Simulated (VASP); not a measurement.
**NaCl: single point with r2SCAN+rVV10**

NaCl:

```xyz
2
Lattice="0.0000 2.5745 2.5745 2.5745 0.0000 2.5745 2.5745 2.5745 0.0000" Properties=species:S:1:pos:R:3 pbc="T T T"
Na    0.0000    0.0000    0.0000
Cl    2.5745    2.5745    2.5745
```

| Property | Result |
| --- | --- |
| Program | VASP 6.6.1 |
| Task | single point |
| Functional | r2SCAN |
| Dispersion | rVV10 |
| Potentials or basis | VASP PAW PBE potentials, release 64 (Na_pv, Cl) |
| Cutoff | 520 eV |
| k mesh | 8 × 8 × 8 |
| Occupations | gaussian, width 0.02 eV |
| Spin | no spin polarisation |

```yaml
Pressure: 11.7 GPa
Band_gap_on_the_k_mesh: 7.24 eV
```

Levels at points of the mesh, in eV from the valence-band top:
| k point | band 4 | band 5 | band 6 | band 7 | band 8 | band 9 | band 10 | band 11 |
| --- | --- | --- | --- | --- | --- | --- | --- | --- |
| (0.00, 0.00, 0.00) | -14.05 | 0.00 | 0.00 | 0.00 | 7.24 | 11.84 | 11.84 | 11.84 |
| (0.50, 0.00, 0.00) | -13.29 | -2.95 | -0.49 | -0.49 | 8.33 | 12.32 | 12.32 | 14.04 |
| (0.50, 0.50, 0.00) | -13.25 | -2.57 | -0.94 | -0.94 | 8.13 | 9.17 | 14.43 | 16.96 |

Run time: 110 s on 1 thread of Intel(R) Xeon(R) Platinum 8259CL CPU @ 2.50GHz (Skylake/Cascade Lake), on a shared host, peak memory 0.26 GiB.

Caveat: the cell stands under pressure; the PAW data sets were made with another functional, which shifts forces and pressure a little. r2SCAN opens gaps a little over a GGA but as a rule still falls short of measured ones.
